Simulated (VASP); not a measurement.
# SnTe3 (Fm-3m) in VASP: notebook

SnTe3 is run at these levels: PBE; tasks: single point.

Everything below comes from runs of VASP 6.6.1. Logs are shortened: lines on timing, memory, paths and dates and some standing lists are left out, and cuts for length are marked.

## (1) The cell of the first run

The structure is cubic, space group Fm-3m (No. 225). Conventional cell: a = 7.565 Å, b = 7.565 Å, c = 7.565 Å, α = 90.00°, β = 90.00°, γ = 90.00°. Te (site symmetry m-3m) has 8 Te at 3.28 Å and 6 Sn at 3.78 Å within 4.3 Å. Te (site symmetry -43m) has 10 Te at 3.28 to 3.78 Å and 4 Sn at 3.28 Å within 4.3 Å. Sn (site symmetry m-3m) has 14 Te at 3.28 to 3.78 Å within 4.3 Å.

## (2) Single point, PBE

The input, INCAR:

```
SYSTEM = SnTe3
ALGO     = Normal         ! electronic algorithm
EDIFF    = 1E-6           ! SCF threshold, eV
ENCUT    = 520            ! plane-wave cutoff, eV
GGA      = PE             ! functional
ISIF     = 2              ! what is computed and relaxed
ISMEAR   = -1             ! smearing method
LASPH    = .TRUE.         ! aspherical terms in the spheres
LCHARG   = .TRUE.         ! write CHGCAR
LELF     = .TRUE.         ! ELF
LREAL    = .FALSE.        ! projectors in reciprocal space
LVHAR    = .TRUE.       
LWAVE    = .FALSE.        ! write WAVECAR
NBANDS   = 24             ! bands
NELM     = 100            ! most SCF steps
PREC     = Accurate       ! precision mode
SIGMA    = 0.05           ! smearing width, eV
```

The input, KPOINTS:

```
k-points
0
G
  6 6 6
  0 0 0
```

The input, POSCAR:

```
SnTe3
1.0
    0.0000000000      3.7823964951      3.7823964951
    3.7823964951      0.0000000000      3.7823964951
    3.7823964951      3.7823964951      0.0000000000
Te Sn
3 1
Direct
    0.5000000000      0.5000000000      0.5000000000
    0.7500000000      0.7500000000      0.7500000000
    0.2500000000      0.2500000000      0.2500000000
    0.0000000000      0.0000000000      0.0000000000
```

Potentials or basis: VASP PAW PBE potentials, release 64 (Te, Sn_d).

Started as:

```
> cat potpaw_PBE.64/Te/POTCAR potpaw_PBE.64/Sn_d/POTCAR > POTCAR
> mpirun -np 1 vasp_std > vasp.out
```

OUTCAR:

```text
SYSTEM = SnTe3
   EDIFF = 1E-6
   ENCUT = 520
   GGA = PE
   ISIF = 2
   ISMEAR = -1
   LASPH = .TRUE.
   LREAL = .FALSE.
   NELM = 100
   PREC = Accurate

 ion  position               nearest neighbor table
   1  0.500  0.500  0.500-   3 3.28   3 3.28   3 3.28   2 3.28   2 3.28   2 3.28   3 3.28   2 3.28

   2  0.750  0.750  0.750-   1 3.28   1 3.28   1 3.28   4 3.28   4 3.28   4 3.28   4 3.28   1 3.28

   3  0.250  0.250  0.250-   4 3.28   4 3.28   4 3.28   1 3.28   1 3.28   1 3.28   4 3.28   1 3.28

   4  0.000  0.000  0.000-   2 3.28   2 3.28   2 3.28   3 3.28   3 3.28   3 3.28   3 3.28   2 3.28

  LATTYP: Found a face centered cubic cell.
 ALAT       =     7.5647929902

  Lattice vectors:

 A1 = (   0.0000000000,   3.7823964951,   3.7823964951)
 A2 = (   3.7823964951,   0.0000000000,   3.7823964951)
 A3 = (   3.7823964951,   3.7823964951,   0.0000000000)

Analysis of symmetry for initial positions (statically):
=====================================================================
 Subroutine PRICEL returns:
 Original cell was already a primitive cell.

 Routine SETGRP: Setting up the symmetry group for a
 face centered cubic supercell.

 Subroutine GETGRP returns: Found 48 space group operations
 (whereof 48 operations were pure point group operations)
 out of a pool of 48 trial point group operations.

The static configuration has the point symmetry O_h .

Analysis of symmetry for dynamics (positions and initial velocities):
=====================================================================
 Subroutine PRICEL returns:
 Original cell was already a primitive cell.

 Routine SETGRP: Setting up the symmetry group for a
 face centered cubic supercell.

 Subroutine GETGRP returns: Found 48 space group operations
 (whereof 48 operations were pure point group operations)
 out of a pool of 48 trial point group operations.

The dynamic configuration has the point symmetry O_h .

 Subroutine INISYM returns: Found 48 space group operations
 (whereof 48 operations are pure point group operations),
 and found     1 'primitive' translations

----------------------------------------------------------------------------------------

                                     Primitive cell

  volume of cell :     108.2259

  direct lattice vectors                    reciprocal lattice vectors
     0.000000000  3.782396495  3.782396495    -0.132191324  0.132191324  0.132191324
     3.782396495  0.000000000  3.782396495     0.132191324 -0.132191324  0.132191324
     3.782396495  3.782396495  0.000000000     0.132191324  0.132191324 -0.132191324

  length of vectors
     5.349116422  5.349116422  5.349116422     0.228962089  0.228962089  0.228962089

  position of ions in fractional coordinates (direct lattice)
     0.500000000  0.500000000  0.500000000
     0.750000000  0.750000000  0.750000000
     0.250000000  0.250000000  0.250000000
     0.000000000  0.000000000  0.000000000

  ion indices of the primitive-cell ions
   primitive index   ion index
                 1           1
                 2           2
                 3           3
                 4           4

----------------------------------------------------------------------------------------

 KPOINTS: k-points

Automatic generation of k-mesh.
 Grid dimensions read from file:
 generate k-points for:    6    6    6

 Generating k-lattice:

  Cartesian coordinates                     Fractional coordinates (reciprocal lattice)
    -0.022031887  0.022031887  0.022031887     0.166666667  0.000000000  0.000000000
     0.022031887 -0.022031887  0.022031887     0.000000000  0.166666667  0.000000000
     0.022031887  0.022031887 -0.022031887     0.000000000  0.000000000  0.166666667

  Length of vectors
     0.038160348  0.038160348  0.038160348

  Shift w.r.t. Gamma in fractional coordinates (k-lattice)
     0.000000000  0.000000000  0.000000000

 Subroutine IBZKPT returns following result:
 ===========================================

 Found     16 irreducible k-points:

 Following reciprocal coordinates:
            Coordinates               Weight
  0.000000  0.000000  0.000000      1.000000
  0.166667  0.000000  0.000000      8.000000
  0.333333  0.000000  0.000000      8.000000
  0.500000  0.000000  0.000000      4.000000
  0.166667  0.166667  0.000000      6.000000
  0.333333  0.166667  0.000000     24.000000
[... 8 lines left out ...]
 -0.333333  0.333333  0.166667     24.000000
 -0.333333  0.500000  0.166667     12.000000
   k-points           NKPTS =     16   k-points in BZ     NKDIM =     16   number of bands    NBANDS=     24
   number of dos      NEDOS =    301   number of ions     NIONS =      4
   total plane-waves  NPLWV =  64000
   dimension x,y,z NGX =    40 NGY =   40 NGZ =   40
   dimension x,y,z NGXF=    80 NGYF=   80 NGZF=   80
   ions per type =               3   1
   NGX,Y,Z   is equivalent  to a cutoff of  12.43, 12.43, 12.43 a.u.
   NGXF,Y,Z  is equivalent  to a cutoff of  24.86, 24.86, 24.86 a.u.
 SYSTEM =  SnTe3
   PREC   = accura    normal or accurate (medium, high low for compatibility)
   ISTART =      0    job   : 0-new  1-cont  2-samecut
   ICHARG =      2    charge: 1-file 2-atom 10-const
   ISPIN  =      1    spin polarized calculation?
   LNONCOLLINEAR =      F non collinear calculations
   LSORBIT =      F    spin-orbit coupling
   LASPH  =      T    aspherical Exc in radial PAW
   ENCUT  =  520.0 eV  38.22 Ry    6.18 a.u.   9.95  9.95  9.95*2*pi/ulx,y,z
   NELM   =    100;   NELMIN=  2; NELMDL= -5     # of ELM steps
   EDIFF  = 0.1E-05   stopping-criterion for ELM
   LREAL  =      F    real-space projection
   EDIFFG = 0.1E-04   stopping-criterion for IOM
   NSW    =      0    number of steps for IOM
   IBRION =     -1    ionic relax: 0-MD 1-quasi-New 2-CG
   NFREE  =      0    steps in history (QN), initial steepest desc. (CG)
   ISIF   =      2    stress and relaxation
   ISYM   =      2    0-nonsym 1-usesym 2-fastsym
   POTIM  = 0.5000    time-step for ionic-motion
   TEBEG  =    0.0;   TEEND  =   0.0 temperature during run
   PSTRESS=    0.0 pullay stress
   NELECT =      32.0000    total number of electrons
   NUPDOWN=      -1.0000    fix difference up-down
   EMIN   =  10.00;   EMAX   =-10.00  energy-range for DOS
   EFERMI =   0.00;   METHOD = LEGACY
   ISMEAR =    -1;   SIGMA  =   0.05  broadening in eV -4-tet -1-fermi 0-gaus
   EFERMI_NEDOS =   21; number of points for ismear=-14 and -15
   IALGO  =     38    algorithm
   IMIX   =      4    mixing-type and parameters
     AMIX     =   0.40;   BMIX     =  1.00
     AMIX_MAG =   1.60;   BMIX_MAG =  1.00
  volume/ion in A,a.u.               =      27.06       182.59
  Fermi-wavevector in a.u.,A,eV,Ry     =   1.090639  2.061009 16.184047  1.189494
  Thomas-Fermi vector in A             =   2.226868
   LORBIT       =      0    0 simple, 1 ext, 2 COOP (PROOUT), +10 PAW based schemes
   GGA     = PE    functional components
   LHFCALC =     F    Hartree Fock is set to
   AEXX    =    0.0000 exact exchange contribution
   IVDW    =     0    specifies the selected vdW correction
   LEPSILON=     F    determine dielectric tensor
   LRPA    =     F    only Hartree local field effects (RPA)
 non-spin polarized calculation
  energy-cutoff  :      520.00
  volume of cell :      108.23
 maximum number of plane-waves:      2929
   NGX = 19   NGY = 19   NGZ = 19

 number of electron      32.0000001 magnetization

 Free energy of the ion-electron system (eV)
  ---------------------------------------------------
  ext. energy  EPLUGINS =         0.00000000
  ---------------------------------------------------
  free energy    TOTEN  =       -12.55198401 eV

  energy without entropy =      -12.51218294  energy(sigma->0) =      -12.53208348

 E-fermi :   8.5689     XC(G=0): -10.3159

 val. band max:        8.5578922121   @ k =   0.3333   0.0000   0.0000
 cond. band min:       8.5771964693   @ k =  -0.1667   0.1667   0.0000
 fundamental gap:      0.0193042572
 Fermi energy:         8.5688523535

 k-point     1 :       0.0000    0.0000    0.0000
  band No.  band energies     occupation
      1     -13.0661      2.00000
      2     -13.0661      2.00000
      3     -13.0661      2.00000
      4     -13.0601      2.00000
      5     -13.0601      2.00000
      6      -5.3853      2.00000
[... 16 lines left out ...]
     23      13.0108      0.00000
     24      18.9175      0.00000

 k-point     2 :       0.1667    0.0000    0.0000
  band No.  band energies     occupation
      1     -13.0665      2.00000
      2     -13.0658      2.00000
      3     -13.0658      2.00000
      4     -13.0601      2.00000
      5     -13.0601      2.00000
      6      -5.1970      2.00000
[... 16 lines left out ...]
     23      12.7455      0.00000
     24      17.9531      0.00000

 k-point     3 :       0.3333    0.0000    0.0000
  band No.  band energies     occupation
      1     -13.0673      2.00000
      2     -13.0653      2.00000
      3     -13.0653      2.00000
      4     -13.0602      2.00000
      5     -13.0602      2.00000
      6      -4.6609      2.00000
[... 16 lines left out ...]
     23      14.0397      0.00000
     24      16.8548      0.00000

 k-point     4 :       0.5000    0.0000    0.0000
  band No.  band energies     occupation
      1     -13.0677      2.00000
      2     -13.0651      2.00000
      3     -13.0651      2.00000
      4     -13.0601      2.00000
      5     -13.0601      2.00000
      6      -4.1069      2.00000
[... 16 lines left out ...]
     23      16.2957      0.00000
     24      16.2986      0.00000

 k-point     5 :       0.1667    0.1667    0.0000
  band No.  band energies     occupation
      1     -13.0669      2.00000
      2     -13.0656      2.00000
      3     -13.0656      2.00000
      4     -13.0604      2.00000
      5     -13.0599      2.00000
      6      -5.1340      2.00000
[... 16 lines left out ...]
     23      13.1433      0.00000
     24      17.8885      0.00000

 k-point     6 :       0.3333    0.1667    0.0000
  band No.  band energies     occupation
      1     -13.0675      2.00000
      2     -13.0652      2.00000
      3     -13.0650      2.00000
      4     -13.0606      2.00000
      5     -13.0599      2.00000
      6      -4.7098      2.00000
[... 16 lines left out ...]
     23      14.9216      0.00000
     24      17.0026      0.00000
[... 163 lines left out ...]
 k-point    13 :       0.5000    0.5000    0.0000
  band No.  band energies     occupation
      1     -13.0695      2.00000
      2     -13.0638      2.00000
      3     -13.0638      2.00000
      4     -13.0614      2.00000
      5     -13.0595      2.00000
      6      -3.3633      2.00000
[... 16 lines left out ...]
     23      13.9658      0.00000
     24      14.2466      0.00000

 k-point    14 :       0.5000    0.3333    0.1667
  band No.  band energies     occupation
      1     -13.0676      2.00000
      2     -13.0654      2.00000
      3     -13.0644      2.00000
      4     -13.0608      2.00000
      5     -13.0599      2.00000
      6      -4.1972      2.00000
[... 16 lines left out ...]
     23      15.5981      0.00000
     24      16.0817      0.00000

 k-point    15 :      -0.3333    0.3333    0.1667
  band No.  band energies     occupation
      1     -13.0669      2.00000
      2     -13.0663      2.00000
      3     -13.0642      2.00000
      4     -13.0608      2.00000
      5     -13.0600      2.00000
      6      -3.6494      2.00000
[... 16 lines left out ...]
     23      15.3268      0.00000
     24      15.7077      0.00000

 k-point    16 :      -0.3333    0.5000    0.1667
  band No.  band energies     occupation
      1     -13.0681      2.00000
      2     -13.0653      2.00000
      3     -13.0638      2.00000
      4     -13.0611      2.00000
      5     -13.0598      2.00000
      6      -3.2562      2.00000
[... 16 lines left out ...]
     23      15.1428      0.00000
     24      15.2173      0.00000

------------------------ aborting loop because EDIFF is reached ----------------------------------------

  FORCE on cell =-STRESS in cart. coord.  units (eV):
  Direction    XX          YY          ZZ          XY          YZ          ZX
  --------------------------------------------------------------------------------------
  -------------------------------------------------------------------------------------
  Total        2.3573257      2.3573257      2.3573257      0.0000000     -0.0000000      0.0000000
  in kB       34.8978781     34.8978781     34.8978781      0.0000000     -0.0000000      0.0000000
  external PRESSURE =      34.8978781 kB  Pullay stress =       0.0000000 kB

 VOLUME and BASIS-vectors are now :
 -----------------------------------------------------------------------------
  energy-cutoff  :      520.00
  volume of cell :      108.23
      direct lattice vectors                 reciprocal lattice vectors
     0.000000000  3.782396495  3.782396495    -0.132191324  0.132191324  0.132191324
     3.782396495  0.000000000  3.782396495     0.132191324 -0.132191324  0.132191324
     3.782396495  3.782396495  0.000000000     0.132191324  0.132191324 -0.132191324

 POSITION                                       TOTAL-FORCE (eV/Angst)
 -----------------------------------------------------------------------------------
      3.78240      3.78240      3.78240         0.000000      0.000000     -0.000000
      5.67359      5.67359      5.67359         0.000000      0.000000      0.000000
      1.89120      1.89120      1.89120        -0.000000     -0.000000     -0.000000
      0.00000      0.00000      0.00000         0.000000      0.000000     -0.000000
 -----------------------------------------------------------------------------------
    total drift:                               -0.000000      0.000000      0.000000

  FREE ENERGIE OF THE ION-ELECTRON SYSTEM (eV)
  ---------------------------------------------------
  free  energy   TOTEN  =       -12.5519840090 eV

  energy  without entropy=      -12.5121829446  energy(sigma->0) =      -12.53208348
```

It took 24 s on 1 thread of Intel Xeon 6975P-C (Granite Rapids), shared host; peak memory 0.25 GiB.

Results:

```yaml
Free_energy: -12.5520 eV
Pressure: 3.5 GPa
Band_gap_on_the_k_mesh: zero (band 16 reaches 8.96 eV, above the bottom of band 17 at 6.54 eV)
```

Levels at points of the mesh, in eV from the Fermi level:
| k point | band 14 | band 15 | band 16 | band 17 | band 18 | band 19 |
| --- | --- | --- | --- | --- | --- | --- |
| (0.00, 0.00, 0.00) | -3.57 | -3.57 | -2.03 | -2.03 | -2.03 | 2.88 |
| (0.50, 0.00, 0.00) | -2.03 | -1.98 | 0.39 | 0.39 | 1.46 | 1.78 |
| (0.50, 0.50, 0.00) | -0.63 | -0.63 | 0.06 | 0.17 | 0.17 | 2.23 |

Caveat: spin-orbit coupling is left out, which moves the levels of the heavy elements.

## (3) Single point, PBE

This run uses another cell than the first one, of 27.63 Å³/atom, 1.021 times its volume.

The input, INCAR:

```
SYSTEM = SnTe3
PREC = Accurate
ENCUT = 520
EDIFF = 1E-7
ISMEAR = -1
SIGMA = 0.05
LREAL = .False.
LASPH = .True.
NELM = 80
ALGO = Normal
ISIF = 2
LWAVE = .False.
LCHARG = .False.
GGA = PE
NBANDS = 24
```

The input, KPOINTS:

```
regular mesh
0
Gamma
  6 6 6
  0 0 0
```

The input, POSCAR:

```
SnTe3
1.0
    0.0000000000      3.8090339678      3.8090339678
    3.8090339678      0.0000000000      3.8090339678
    3.8090339678      3.8090339678      0.0000000000
Te Sn
3 1
Direct
    0.5000000000      0.5000000000      0.5000000000
    0.7500000000      0.7500000000      0.7500000000
    0.2500000000      0.2500000000      0.2500000000
    0.0000000000      0.0000000000      0.0000000000
```

Potentials or basis: VASP PAW PBE potentials, release 64 (Te, Sn_d).

Started as:

```
> cat potpaw_PBE.64/Te/POTCAR potpaw_PBE.64/Sn_d/POTCAR > POTCAR
> mpirun -np 1 vasp_std > vasp.out
```

Wall time 26 s (1 thread of Intel Xeon 6975P-C (Granite Rapids), shared host); peak memory 0.25 GiB.

Results (log left out):

* Free energy: -12.5933 eV
* Pressure: 2.2 GPa
* Band gap on the k mesh: zero (band 16 reaches 8.66 eV, above the bottom of band 17 at 6.31 eV)

Levels at points of the mesh, in eV from the Fermi level:
| k point | band 13 | band 14 | band 15 | band 16 | band 17 | band 18 | band 19 | band 20 |
| --- | --- | --- | --- | --- | --- | --- | --- | --- |
| (0.00, 0.00, 0.00) | -3.48 | -3.48 | -3.48 | -1.96 | -1.96 | -1.96 | 2.95 | 2.95 |
| (0.50, 0.00, 0.00) | -3.62 | -2.03 | -1.96 | 0.39 | 0.39 | 1.40 | 1.79 | 1.79 |
| (0.50, 0.50, 0.00) | -0.87 | -0.61 | -0.61 | 0.06 | 0.17 | 0.17 | 2.19 | 3.39 |

Caveat: spin-orbit coupling is left out, which moves the levels of the heavy elements.
